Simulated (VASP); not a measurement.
# In (I4/mmm) in VASP: notebook, part 2 of 2

VASP 6.6.1.

### Step 4. Electric field gradients, r2SCAN (28.07 Å³/atom)

This run uses another cell than the first one, of 28.07 Å³/atom.

The input, POSCAR:

```
In
1.0
   -1.6616989784      1.6616989784      2.5417921423
    1.6616989784     -1.6616989784      2.5417921423
    1.6616989784      1.6616989784     -2.5417921423
In
1
Direct
    0.0000000000      0.0000000000      0.0000000000
```

The input, INCAR.step1:

```
PREC     = Accurate       # precision mode
ENCUT    = 520            # plane-wave cutoff, eV
ISMEAR   = -1             # smearing method
SIGMA    = 0.03           # smearing width, eV
LREAL    = F              # projectors in reciprocal space
LASPH    = T              # aspherical terms in the spheres
NELM     = 80             # most SCF steps
NBANDS   = 12             # bands
GGA      = PE             # functional
ALGO     = Normal         # electronic algorithm
EDIFF    = 1E-4           # SCF threshold, eV
LWAVE    = T              # write WAVECAR
LCHARG   = F              # write CHGCAR
```

The input, INCAR.step2:

```
PREC     = Accurate       # precision mode
ENCUT    = 520            # plane-wave cutoff, eV
EDIFF    = 1E-8           # SCF threshold, eV
ISMEAR   = -1             # smearing method
SIGMA    = 0.03           # smearing width, eV
LREAL    = F              # projectors in reciprocal space
LASPH    = T              # aspherical terms in the spheres
NELM     = 80             # most SCF steps
ALGO     = Normal         # electronic algorithm
ISIF     = 2              # what is computed and relaxed
LWAVE    = F              # write WAVECAR
LCHARG   = F              # write CHGCAR
METAGGA  = R2SCAN         # meta-GGA
LMIXTAU  = T            
LEFG     = T            
NBANDS   = 12             # bands
ISTART   = 1
```

The input, KPOINTS:

```
regular mesh
0
Gamma
  14 14 14
```

Potentials or basis: VASP PAW PBE potentials, release 64 (In_d).

Run with:

```bash
$ cat potpaw_PBE.64/In_d/POTCAR > POTCAR
$ cp INCAR.step1 INCAR
$ mpirun -np 1 vasp_std > vasp.out
$ cp INCAR.step2 INCAR
$ mpirun -np 1 vasp_std > vasp.out
```

OUTCAR:

```text
PREC = Accurate
   ENCUT = 520
   EDIFF = 1E-8
   ISMEAR = -1
   LREAL = F
   LASPH = T
   NELM = 80
   ISIF = 2
   METAGGA = R2SCAN
   ISTART = 1

 ion  position               nearest neighbor table
   1  0.000  0.000  0.000-

  LATTYP: Found a body centered tetragonal cell.
 ALAT       =     3.3233979568
 C/A-ratio  =     1.5296345339

  Lattice vectors:

 A1 = (  -1.6616989784,   1.6616989784,   2.5417921423)
 A2 = (   1.6616989784,  -1.6616989784,   2.5417921423)
 A3 = (   1.6616989784,   1.6616989784,  -2.5417921423)

Analysis of symmetry for initial positions (statically):
=====================================================================
 Subroutine PRICEL returns:
 Original cell was already a primitive cell.

 Routine SETGRP: Setting up the symmetry group for a
 body centered tetragonal supercell.

 Subroutine GETGRP returns: Found 16 space group operations
 (whereof 16 operations were pure point group operations)
 out of a pool of 16 trial point group operations.

The static configuration has the point symmetry D_4h.

Analysis of symmetry for dynamics (positions and initial velocities):
=====================================================================
 Subroutine PRICEL returns:
 Original cell was already a primitive cell.

 Routine SETGRP: Setting up the symmetry group for a
 body centered tetragonal supercell.

 Subroutine GETGRP returns: Found 16 space group operations
 (whereof 16 operations were pure point group operations)
 out of a pool of 16 trial point group operations.

The dynamic configuration has the point symmetry D_4h.

 Subroutine INISYM returns: Found 16 space group operations
 (whereof 16 operations are pure point group operations),
 and found     1 'primitive' translations

----------------------------------------------------------------------------------------

                                     Primitive cell

  volume of cell :      28.0740

  direct lattice vectors                    reciprocal lattice vectors
    -1.661698978  1.661698978  2.541792142     0.000000000  0.300896857  0.196711600
     1.661698978 -1.661698978  2.541792142     0.300896857  0.000000000  0.196711600
     1.661698978  1.661698978 -2.541792142     0.300896857  0.300896857  0.000000000

  length of vectors
     3.461675069  3.461675069  3.461675069     0.359491825  0.359491825  0.425532416

  position of ions in fractional coordinates (direct lattice)
     0.000000000  0.000000000  0.000000000

  ion indices of the primitive-cell ions
   primitive index   ion index
                 1           1

----------------------------------------------------------------------------------------

 KPOINTS: regular mesh

Automatic generation of k-mesh.
 Grid dimensions read from file:
 generate k-points for:   14   14   14

 Generating k-lattice:

  Cartesian coordinates                     Fractional coordinates (reciprocal lattice)
     0.000000000  0.021492633  0.014050829     0.071428571  0.000000000  0.000000000
     0.021492633  0.000000000  0.014050829     0.000000000  0.071428571  0.000000000
     0.021492633  0.021492633  0.000000000     0.000000000  0.000000000  0.071428571
[... 73 lines left out ...]
   EFERMI_NEDOS =   21; number of points for ismear=-14 and -15
   IALGO  =     38    algorithm
   IMIX   =      4    mixing-type and parameters
     AMIX     =   0.40;   BMIX     =  1.00
     AMIX_MAG =   1.60;   BMIX_MAG =  1.00
  volume/ion in A,a.u.               =      28.07       189.45
  Fermi-wavevector in a.u.,A,eV,Ry     =   1.266546  2.393425 21.825640  1.604139
  Thomas-Fermi vector in A             =   2.399741
   LORBIT       =      0    0 simple, 1 ext, 2 COOP (PROOUT), +10 PAW based schemes
   METAGGA = R2SCAN    functional components
   LHFCALC =     F    Hartree Fock is set to
   AEXX    =    0.0000 exact exchange contribution
   IVDW    =     0    specifies the selected vdW correction
   LEPSILON=     F    determine dielectric tensor
   LRPA    =     F    only Hartree local field effects (RPA)
 non-spin polarized calculation
  energy-cutoff  :      520.00
  volume of cell :       28.07
 maximum number of plane-waves:       773
 NGX is ok and might be reduce to    28

 number of electron      12.9999995 magnetization

 Free energy of the ion-electron system (eV)
  ---------------------------------------------------
  ext. energy  EPLUGINS =         0.00000000
  ---------------------------------------------------
  free energy    TOTEN  =       -22.56270893 eV

  energy without entropy =      -22.56139299  energy(sigma->0) =      -22.56205096

 E-fermi :   6.7551     XC(G=0): -10.7024

 val. band max:        6.7475832892   @ k =  -0.3571   0.4286   0.2857
 cond. band min:       6.7649691607   @ k =  -0.4286  -0.4286   0.2143
 fundamental gap:      0.0173858715
 Fermi energy:         6.7550508541

 k-point     1 :       0.0000    0.0000    0.0000
  band No.  band energies     occupation
      1      -8.5232      2.00000
      2      -8.4255      2.00000
      3      -8.4255      2.00000
      4      -8.3661      2.00000
      5      -8.2594      2.00000
      6      -2.8356      2.00000
      7      17.1993      0.00000
      8      17.1993      0.00000
      9      17.3773      0.00000
     10      18.7652      0.00000
     11      20.5719      0.00000
     12      20.8569      0.00000
[... 331 lines left out ...]
 k-point    24 :       0.2857    0.1429   -0.0000
  band No.  band energies     occupation
      1      -8.4639      2.00000
      2      -8.4453      2.00000
      3      -8.3832      2.00000
      4      -8.2761      2.00000
      5      -8.2293      2.00000
      6      -0.0211      2.00000
      7       7.8168      0.00000
      8      11.9819      0.00000
      9      14.7934      0.00000
     10      17.9478      0.00000
     11      19.5992      0.00000
     12      21.2270      0.00000

 [... further k-points ...]

------------------------ aborting loop because EDIFF is reached ----------------------------------------

  FORCE on cell =-STRESS in cart. coord.  units (eV):
  Direction    XX          YY          ZZ          XY          YZ          ZX
  --------------------------------------------------------------------------------------
  -------------------------------------------------------------------------------------
  Total       -0.4489768     -0.4489768     -0.3775929      0.0000000     -0.0000000      0.0000000
  in kB      -25.6229853    -25.6229853    -21.5491250      0.0000000     -0.0000000      0.0000000
  external PRESSURE =     -24.2650319 kB  Pullay stress =       0.0000000 kB

 VOLUME and BASIS-vectors are now :
 -----------------------------------------------------------------------------
  energy-cutoff  :      520.00
  volume of cell :       28.07
      direct lattice vectors                 reciprocal lattice vectors
    -1.661698978  1.661698978  2.541792142     0.000000000  0.300896857  0.196711600
     1.661698978 -1.661698978  2.541792142     0.300896857  0.000000000  0.196711600
     1.661698978  1.661698978 -2.541792142     0.300896857  0.300896857  0.000000000

 POSITION                                       TOTAL-FORCE (eV/Angst)
 -----------------------------------------------------------------------------------
      0.00000      0.00000      0.00000         0.000000      0.000000      0.000000
 -----------------------------------------------------------------------------------
    total drift:                               -0.000000     -0.000000     -0.000000

  FREE ENERGIE OF THE ION-ELECTRON SYSTEM (eV)
  ---------------------------------------------------
  free  energy   TOTEN  =       -22.5627089290 eV

  energy  without entropy=      -22.5613929872  energy(sigma->0) =      -22.56205096

 Electric field gradients (V/A^2)
---------------------------------------------------------------------
 ion       V_xx      V_yy      V_zz      V_xy      V_xz      V_yz
---------------------------------------------------------------------
   1     -12.863   -12.863    25.726     0.002     0.001     0.001
---------------------------------------------------------------------

 Electric field gradients after diagonalization (V/A^2)
 (convention: |V_zz| > |V_xx| > |V_yy|)
----------------------------------------------------------------------
 ion       V_xx      V_yy      V_zz     asymmetry (V_yy - V_xx)/ V_zz
----------------------------------------------------------------------
   1     -12.865   -12.861    25.726       0.000
----------------------------------------------------------------------

           NMR quadrupolar parameters

 Cq : quadrupolar parameter    Cq=e*Q*V_zz/h
 eta: asymmetry parameters     (V_yy - V_xx)/ V_zz
 Q  : nuclear electric quadrupole moment in mb (millibarn)
----------------------------------------------------------------------
 ion       Cq(MHz)       eta       Q (mb)
----------------------------------------------------------------------
   1       0.062       0.000       1.000
----------------------------------------------------------------------
```

It took 4 min on 1 thread of Intel Xeon Platinum 8488C (Sapphire Rapids), shared host; peak memory 0.22 GiB.

What came out:

* Free energy: -22.5627 eV
* Pressure: -2.4 GPa
* Band gap on the k mesh: zero (an odd number of electrons rules out a gap without spin polarisation)
* Largest electric field gradient by atom: In +25.7 V/Å²

Levels at points of the mesh, in eV from the Fermi level:
| k point | band 4 | band 5 | band 6 | band 7 | band 8 | band 9 |
| --- | --- | --- | --- | --- | --- | --- |
| (0.00, 0.00, 0.00) | -15.12 | -15.01 | -9.59 | 10.44 | 10.44 | 10.62 |
| (0.50, 0.00, 0.00) | -14.94 | -14.91 | -4.48 | -3.31 | 7.40 | 9.13 |
| (0.50, 0.50, 0.00) | -14.93 | -14.84 | -2.00 | -1.77 | 3.43 | 4.00 |
| (0.50, 0.50, 0.50) | -14.91 | -14.91 | -3.15 | -2.70 | 4.79 | 4.79 |

Electric field gradients, principal values (V/Å²):
| atom | least | middle | greatest (by size) |
| --- | --- | --- | --- |
| 1 In | -12.861 | -12.865 | 25.726 |

Caveat: without QUAD_EFG the Cq values of the log hold for a quadrupole moment of 1 mb, not for the nuclei; the PAW data sets were made with another functional, which shifts forces and pressure a little; spin-orbit coupling is left out, which moves the levels of the heavy elements.

### Step 5. Overview

| cell | k mesh | smearing | gap on the mesh (eV) | pressure (GPa) |
| --- | --- | --- | --- | --- |
| a = 3.395 Å, angles 122.6, 122.6, 85.5°, 1 atom | 14 × 14 × 14, shifted | tetrahedron | none | -0.2 |
| a = 3.429 Å, angles 122.6, 122.6, 85.5°, 1 atom | 14 × 14 × 14 | fermi-dirac 0.03 eV | none | -1.5 |
| a = 3.462 Å, angles 122.6, 122.6, 85.5°, 1 atom | 14 × 14 × 14 | fermi-dirac 0.03 eV | none | -2.4 |

Alike in all rows: task electric field gradients; level r2SCAN; potentials or basis VASP PAW PBE potentials, release 64 (In_d); no spin polarisation; cutoff (eV) 520.

Caveats: the PAW data sets were made with another functional, which shifts forces and pressure a little; spin-orbit coupling is left out, which moves the levels of the heavy elements.

Absolute energies hang on the potentials; compare differences alone.

The gap in the log of VASP goes by the Fermi energy; the results here count the filled bands.